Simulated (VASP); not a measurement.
# SnO: relaxation of the atoms with PBE+D3(BJ)

SnO, a slab with vacuum:

```xyz
4
Lattice="3.8229 0.0006 0.0000 -0.0006 3.8229 0.0000 0.0000 0.0000 22.3616" Properties=species:S:1:pos:R:3 pbc="T T T"
Sn    2.9161    0.9072   10.0000
Sn    1.0043    2.8184   12.3616
O     1.0037    0.9078   11.1808
O     2.9148    2.8196   11.1808
```

```yaml
Program: VASP 6.6.1
Task: relaxation of the atoms
Functional: PBE
Dispersion: D3(BJ)
Potentials_or_basis: VASP PAW PBE potentials, release 64 (Sn_d, O)
Cutoff: 520 eV
k_mesh: 7 × 7 × 1
Occupations: gaussian, width 0.05 eV
Spin: no spin polarisation
Dipole_correction: yes
Further_INCAR_settings: ALGO = Normal; EDIFF = 1e-06; IBRION = 2; EDIFFG = -0.04; NSW = 60
```

```
Energy gained by relaxing    : 0.1 meV/atom
Ionic steps                  : 2
Largest force after relaxing : 0.010 eV/Å
Band gap on the k mesh       : 3.06 eV (least direct gap 3.14 eV)
Dispersion energy per atom   : -0.137 eV
```

Forces in eV/Å, atoms in the order of the input:
```
Sn  -0.002  0.002 -0.009
Sn  -0.002  0.002  0.009
O    0.002 -0.002  0.000
O    0.002 -0.002  0.000
```

Step by step:
```
step  energy change (eV)  largest force (eV/Å)  pressure (GPa)
   1              0.0000                0.0946            0.04
   2             -0.0005                0.0099           -0.01
```

Final structure:
```yaml
crystal:
  lattice:
    - [3.82293, 0.00062, 0.00000]
    - [-0.00061, 3.82293, 0.00000]
    - [0.00000, 0.00000, 22.36164]
  atoms:
    - { symbol: Sn, position: [0.76278, 0.23722, 0.44699] }
    - { symbol: Sn, position: [0.26278, 0.73722, 0.55301] }
    - { symbol: O, position: [0.26262, 0.23738, 0.50000] }
    - { symbol: O, position: [0.76262, 0.73738, 0.50000] }
```

Levels at points of the mesh, in eV from the valence-band top:
```csv
k point,band 17,band 18,band 19,band 20,band 21,band 22,band 23,band 24
"(0.00, 0.00, 0.00)",-2.05,-1.64,-1.64,-0.04,3.10,3.17,5.25,5.27
```

Run time: 3.6 min on 1 thread of Intel(R) Xeon(R) Platinum 8488C (Sapphire Rapids), on a shared host, peak memory 0.44 GiB.

Caveat: spin-orbit coupling is left out, which moves the levels of the heavy elements.
